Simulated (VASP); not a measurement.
GaN: single point with PBEsol-based global hybrid with 25 % exact exchange

GaN:

```
Ga N
1.0
     0.00000    2.23189    2.23189
     2.23189    0.00000    2.23189
     2.23189    2.23189    0.00000
Ga N
1 1
Direct
  0.00000 0.00000 0.00000
  0.25000 0.25000 0.25000
```

```yaml
Program: VASP 6.6.1
Task: single point
Functional: PBEsol-based global hybrid with 25 % exact exchange
Potentials_or_basis: VASP PAW PBE potentials, release 64 (Ga_d, N)
Cutoff: 520 eV
k_mesh: 5 × 5 × 5
Occupations: fermi-dirac, width 0.05 eV
Spin: no spin polarisation
Dipole_correction: no
Grid_for_exact_exchange_PRECFOCK: Normal
Share_of_exact_exchange: 0.25
Further_INCAR_settings: ALGO = Normal; EDIFF = 1e-06; NBANDS = 16
```

```yaml
Pressure: -0.2 GPa
Band_gap_on_the_k_mesh: 3.91 eV
```

Levels at points of the mesh, in eV from the valence-band top:
| k point | band 7 | band 8 | band 9 | band 10 | band 11 | band 12 |
| --- | --- | --- | --- | --- | --- | --- |
| (0.00, 0.00, 0.00) | 0.00 | 0.00 | 0.00 | 3.91 | 12.81 | 12.81 |

Wall time 9.5 min on 1 thread of AMD EPYC 9755 128-Core Processor, on a shared host, peak memory 0.11 GiB.

Caveat: the k points lie up to 0.49 Å⁻¹ apart; the PAW data sets were made with another functional, which shifts forces and pressure a little.
